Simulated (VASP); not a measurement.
Wanted: the native input for a VASP 6.6.1 run.

| Property | Result |
| --- | --- |
| Task | single point |
| Functional | PBE |
| Potentials or basis | VASP PAW PBE potentials, release 64 (Mo_sv) |
| Cutoff | 500 eV |
| k mesh | 14 × 14 × 7 |
| Occupations | fermi-dirac, width 0.1 eV |
| Spin | non-collinear spin, zero start, spin-orbit coupling |
| Starting moments | [[0.0, 0.0, 0.0], [0.0, 0.0, 0.0]] μB |
| Dipole correction | no |
| Further INCAR settings | ALGO = Normal; EDIFF = 1e-06; NBANDS = 40 |

The structure of Mo lies in POSCAR:

```
Mo
1.0
   -1.9181181447      1.9179649585      1.3264839357
    1.9179649585     -1.9181181447      1.3264839357
    3.1594710707      3.1594710707     -1.3267644965
Mo
2
Direct
    0.9999597933      0.0000402067      0.0000000000
    0.7500402067      0.2499597933      0.5000000000
```

The input as run:

INCAR

```
PREC     = Accurate       # precision mode
ENCUT    = 500            # plane-wave cutoff, eV
EDIFF    = 1E-6           # SCF threshold, eV
ISMEAR   = -1             # smearing method
SIGMA    = 0.1            # smearing width, eV
LREAL    = False          # projectors in reciprocal space
LASPH    = True           # aspherical terms in the spheres
NELM     = 200            # most SCF steps
ALGO     = Normal         # electronic algorithm
ISIF     = 2              # what is computed and relaxed
LWAVE    = False          # write WAVECAR
LCHARG   = False          # write CHGCAR
LNONCOLLINEAR= True           # non-collinear magnetism
MAGMOM   = 0 0 0 0 0 0    # initial moments
LORBIT   = 11             # projections on sites
LSORBIT  = True           # spin-orbit coupling
GGA_COMPAT= False        
LORBMOM  = True         
LMAXMIX  = 4              # l up to which the mixer works
GGA      = PE             # functional
NBANDS   = 40             # bands
KPAR     = 4
```

KPOINTS

```
Automatic mesh
0
Gamma
  14 14 7
```

Potentials or basis: VASP PAW PBE potentials, release 64 (Mo_sv).

The run is started by

```bash
$ cat potpaw_PBE.64/Mo_sv/POTCAR > POTCAR
$ mpirun -np 4 vasp_ncl > vasp.out
```

Results of the run:

```
Pressure                                              : 0.5 GPa
Net moment                                            : 0.00 μB per cell
Valence electrons inside the program's atomic spheres : Mo 12.50
```

It took 3.5 min on 4 MPI ranks on Intel(R) Xeon(R) Platinum 8488C (Sapphire Rapids) (shared host), peak memory 0.66 GiB a rank.
